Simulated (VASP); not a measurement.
# BAs (F-43m) in VASP: single point with PBE

Aim: the single point of BAs with PBE.

Program: VASP 6.6.1. These are calculated values, not measurements. Logs are shortened: lines on timing, memory, paths and dates and some standing lists are left out, and cuts for length are marked.

### 1 The cell of the first run

It takes space group F-43m (No. 216, cubic). Conventional cell: a = 4.777 Å, b = 4.777 Å, c = 4.777 Å, α = 90.00°, β = 90.00°, γ = 90.00°. B (site symmetry -43m) has 4 As at 2.07 Å within 2.7 Å. As (site symmetry -43m) has 4 B at 2.07 Å within 2.7 Å.

### 2 Single point, PBE

The input, INCAR:

```
PREC = Accurate
ENCUT = 500
EDIFF = 1E-6
ISMEAR = 0
SIGMA = 0.01
LREAL = False
LASPH = True
NELM = 120
ALGO = Normal
ISIF = 2
LWAVE = False
LCHARG = False
GGA = PE
NBANDS = 11
GGA_COMPAT = False
```

The input, KPOINTS:

```
Automatic mesh
0
Gamma
  3 3 3
```

The input, POSCAR:

```
BAs
1.0
    3.3778490000      0.0000000000      0.0000000000
    1.6889245000      2.9253030441      0.0000000000
    1.6889245000      0.9751010147      2.7580021594
B As
1 1
Direct
    0.0000000000      0.0000000000      0.0000000000
    0.2500000000      0.2500000000      0.2500000000
```

Potentials or basis: VASP PAW PBE potentials, release 64 (B, As).

Launch:

```sh
$ cat potpaw_PBE.64/B/POTCAR potpaw_PBE.64/As/POTCAR > POTCAR
$ mpirun -np 1 vasp_std > vasp.out
```

OUTCAR:

```text
PREC = Accurate
   ENCUT = 500
   EDIFF = 1E-6
   ISMEAR = 0
   LREAL = False
   LASPH = True
   NELM = 120
   ISIF = 2
   GGA = PE

 ion  position               nearest neighbor table
   1  0.000  0.000  0.000-   2 2.07   2 2.07   2 2.07   2 2.07
   2  0.250  0.250  0.250-   1 2.07   1 2.07   1 2.07   1 2.07

  LATTYP: Found a face centered cubic cell.
 ALAT       =     4.7769998674

  Lattice vectors:

 A1 = (   3.3778490000,   0.0000000000,   0.0000000000)
 A2 = (   1.6889245000,   2.9253030441,   0.0000000000)
 A3 = (   1.6889245000,   0.9751010147,   2.7580021594)

Analysis of symmetry for initial positions (statically):
=====================================================================
 Subroutine PRICEL returns:
 Original cell was already a primitive cell.

 Routine SETGRP: Setting up the symmetry group for a
 face centered cubic supercell.

 Subroutine GETGRP returns: Found 24 space group operations
 (whereof 24 operations were pure point group operations)
 out of a pool of 48 trial point group operations.

The static configuration has the point symmetry T_d .

Analysis of symmetry for dynamics (positions and initial velocities):
=====================================================================
 Subroutine PRICEL returns:
 Original cell was already a primitive cell.

 Routine SETGRP: Setting up the symmetry group for a
 face centered cubic supercell.

 Subroutine GETGRP returns: Found 24 space group operations
 (whereof 24 operations were pure point group operations)
 out of a pool of 48 trial point group operations.

The dynamic configuration has the point symmetry T_d .

 Subroutine INISYM returns: Found 24 space group operations
 (whereof 24 operations are pure point group operations),
 and found     1 'primitive' translations

----------------------------------------------------------------------------------------

                                     Primitive cell

  volume of cell :      27.2525

  direct lattice vectors                    reciprocal lattice vectors
     3.377849000  0.000000000  0.000000000     0.296046389 -0.170922463 -0.120860432
     1.688924500  2.925303044  0.000000000     0.000000000  0.341844925 -0.120860432
     1.688924500  0.975101015  2.758002159     0.000000000  0.000000000  0.362581297

  length of vectors
     3.377849000  3.377849000  3.377849000     0.362581297  0.362581297  0.362581297

  position of ions in fractional coordinates (direct lattice)
     0.000000000  0.000000000  0.000000000
     0.250000000  0.250000000  0.250000000

  ion indices of the primitive-cell ions
   primitive index   ion index
                 1           1
                 2           2

----------------------------------------------------------------------------------------

 KPOINTS: Automatic mesh

Automatic generation of k-mesh.
 Grid dimensions read from file:
 generate k-points for:    3    3    3

 Generating k-lattice:

  Cartesian coordinates                     Fractional coordinates (reciprocal lattice)
     0.098682130 -0.056974154 -0.040286811     0.333333333  0.000000000  0.000000000
     0.000000000  0.113948308 -0.040286811     0.000000000  0.333333333  0.000000000
     0.000000000  0.000000000  0.120860432     0.000000000  0.000000000  0.333333333

  Length of vectors
     0.120860432  0.120860432  0.120860432

  Shift w.r.t. Gamma in fractional coordinates (k-lattice)
     0.000000000  0.000000000  0.000000000

 Subroutine IBZKPT returns following result:
 ===========================================

 Found      4 irreducible k-points:

 Following reciprocal coordinates:
            Coordinates               Weight
  0.000000  0.000000  0.000000      1.000000
  0.333333  0.000000  0.000000      8.000000
  0.333333  0.333333  0.000000      6.000000
 -0.333333  0.333333  0.000000     12.000000
   k-points           NKPTS =      4   k-points in BZ     NKDIM =      4   number of bands    NBANDS=     11
   number of dos      NEDOS =    301   number of ions     NIONS =      2
   total plane-waves  NPLWV =  21952
   dimension x,y,z NGX =    28 NGY =   28 NGZ =   28
   dimension x,y,z NGXF=    56 NGYF=   56 NGZF=   56
   ions per type =               1   1
   NGX,Y,Z   is equivalent  to a cutoff of  13.78, 13.78, 13.78 a.u.
   NGXF,Y,Z  is equivalent  to a cutoff of  27.56, 27.56, 27.56 a.u.
 SYSTEM =  unknown system
   PREC   = accura    normal or accurate (medium, high low for compatibility)
   ISTART =      0    job   : 0-new  1-cont  2-samecut
   ICHARG =      2    charge: 1-file 2-atom 10-const
   ISPIN  =      1    spin polarized calculation?
   LNONCOLLINEAR =      F non collinear calculations
   LSORBIT =      F    spin-orbit coupling
   LASPH  =      T    aspherical Exc in radial PAW
   ENCUT  =  500.0 eV  36.75 Ry    6.06 a.u.   6.16  6.16  6.16*2*pi/ulx,y,z
   NELM   =    120;   NELMIN=  2; NELMDL= -5     # of ELM steps
   EDIFF  = 0.1E-05   stopping-criterion for ELM
   LREAL  =      F    real-space projection
[... 7 lines left out ...]
   TEBEG  =    0.0;   TEEND  =   0.0 temperature during run
   PSTRESS=    0.0 pullay stress
   NELECT =       8.0000    total number of electrons
   NUPDOWN=      -1.0000    fix difference up-down
   EMIN   =  10.00;   EMAX   =-10.00  energy-range for DOS
   EFERMI =   0.00;   METHOD = LEGACY
   ISMEAR =     0;   SIGMA  =   0.01  broadening in eV -4-tet -1-fermi 0-gaus
   EFERMI_NEDOS =   21; number of points for ismear=-14 and -15
   IALGO  =     38    algorithm
   IMIX   =      4    mixing-type and parameters
     AMIX     =   0.40;   BMIX     =  1.00
     AMIX_MAG =   1.60;   BMIX_MAG =  1.00
  volume/ion in A,a.u.               =      13.63        91.95
  Fermi-wavevector in a.u.,A,eV,Ry     =   1.088018  2.056057 16.106361  1.183784
  Thomas-Fermi vector in A             =   2.224191
   LORBIT       =      0    0 simple, 1 ext, 2 COOP (PROOUT), +10 PAW based schemes
   GGA     = PE    functional components
   LHFCALC =     F    Hartree Fock is set to
   AEXX    =    0.0000 exact exchange contribution
   IVDW    =     0    specifies the selected vdW correction
   LEPSILON=     F    determine dielectric tensor
   LRPA    =     F    only Hartree local field effects (RPA)
 non-spin polarized calculation
 Gauss-broadening in eV      SIGMA  =   0.01
  energy-cutoff  :      500.00
  volume of cell :       27.25
 maximum number of plane-waves:       701
 NGX is ok and might be reduce to    28
   NGX = 13   NGY = 13   NGZ = 13

 number of electron       8.0000000 magnetization

 Free energy of the ion-electron system (eV)
  ---------------------------------------------------
  ext. energy  EPLUGINS =         0.00000000
  ---------------------------------------------------
  free energy    TOTEN  =       -10.76667336 eV

  energy without entropy =      -10.76667336  energy(sigma->0) =      -10.76667336

 E-fermi :   6.2936     XC(G=0): -10.5262

 val. band max:        6.2340428127   @ k =   0.0000   0.0000   0.0000
 cond. band min:       7.4711710291   @ k =   0.3333   0.3333   0.0000
 fundamental gap:      1.2371282164
 Fermi energy:         6.2936318643

 k-point     1 :       0.0000    0.0000    0.0000
  band No.  band energies     occupation
      1      -9.2001      2.00000
      2       6.2340      2.00000
      3       6.2340      2.00000
      4       6.2340      2.00000
      5       9.4654      0.00000
      6       9.4654      0.00000
      7       9.4654      0.00000
      8      10.9298      0.00000
      9      15.8025      0.00000
     10      19.1151      0.00000
     11      19.1151      0.00000

 k-point     2 :       0.3333    0.0000    0.0000
  band No.  band energies     occupation
      1      -7.4787      2.00000
      2      -0.5347      2.00000
      3       4.7058      2.00000
      4       4.7058      2.00000
      5       9.0835      0.00000
      6      11.0189      0.00000
      7      11.0189      0.00000
      8      14.9065      0.00000
      9      17.7106      0.00000
     10      18.1987      0.00000
     11      18.1987      0.00000

 k-point     3 :       0.3333    0.3333    0.0000
  band No.  band energies     occupation
      1      -6.8571      2.00000
      2       0.2744      2.00000
      3       2.7508      2.00000
      4       2.7508      2.00000
      5       7.4712      0.00000
      6       9.3179      0.00000
      7      15.3620      0.00000
      8      15.3620      0.00000
      9      17.7252      0.00000
     10      21.7638      0.00000
     11      22.0137      0.00000

 k-point     4 :      -0.3333    0.3333    0.0000
  band No.  band energies     occupation
      1      -5.3743      2.00000
      2      -1.6477      2.00000
      3       0.1182      2.00000
      4       3.1591      2.00000
      5       8.6759      0.00000
      6      13.4789      0.00000
      7      14.3269      0.00000
      8      15.5691      0.00000
      9      15.6823      0.00000
     10      18.3168      0.00000
     11      23.0897      0.00000

------------------------ aborting loop because EDIFF is reached ----------------------------------------

  FORCE on cell =-STRESS in cart. coord.  units (eV):
  Direction    XX          YY          ZZ          XY          YZ          ZX
  --------------------------------------------------------------------------------------
  -------------------------------------------------------------------------------------
  Total        0.9875890      0.9875890      0.9875890      0.0000000     -0.0000000     -0.0000000
  in kB       58.0605464     58.0605464     58.0605464      0.0000000     -0.0000000     -0.0000000
  external PRESSURE =      58.0605464 kB  Pullay stress =       0.0000000 kB

 VOLUME and BASIS-vectors are now :
 -----------------------------------------------------------------------------
  energy-cutoff  :      500.00
  volume of cell :       27.25
      direct lattice vectors                 reciprocal lattice vectors
     3.377849000  0.000000000  0.000000000     0.296046389 -0.170922463 -0.120860432
     1.688924500  2.925303044  0.000000000     0.000000000  0.341844925 -0.120860432
     1.688924500  0.975101015  2.758002159     0.000000000  0.000000000  0.362581297

 POSITION                                       TOTAL-FORCE (eV/Angst)
 -----------------------------------------------------------------------------------
      0.00000      0.00000      0.00000         0.000000     -0.000000      0.000000
      1.68892      0.97510      0.68950        -0.000000      0.000000     -0.000000
 -----------------------------------------------------------------------------------
    total drift:                               -0.000000     -0.000000     -0.000000

  FREE ENERGIE OF THE ION-ELECTRON SYSTEM (eV)
  ---------------------------------------------------
  free  energy   TOTEN  =       -10.7666733571 eV

  energy  without entropy=      -10.7666733571  energy(sigma->0) =      -10.76667336
```

It took 3.9 s on 1 thread of Intel Xeon Platinum 8259CL at 2.50GHz (Skylake/Cascade Lake), shared host; peak memory 0.15 GiB.

Results:

```
Free energy            : -10.7667 eV
Pressure               : 5.8 GPa
Band gap on the k mesh : 1.24 eV, indirect (least direct gap 3.23 eV)
```

Caveat: the k points lie up to 0.76 Å⁻¹ apart. A k mesh can miss the band edges.
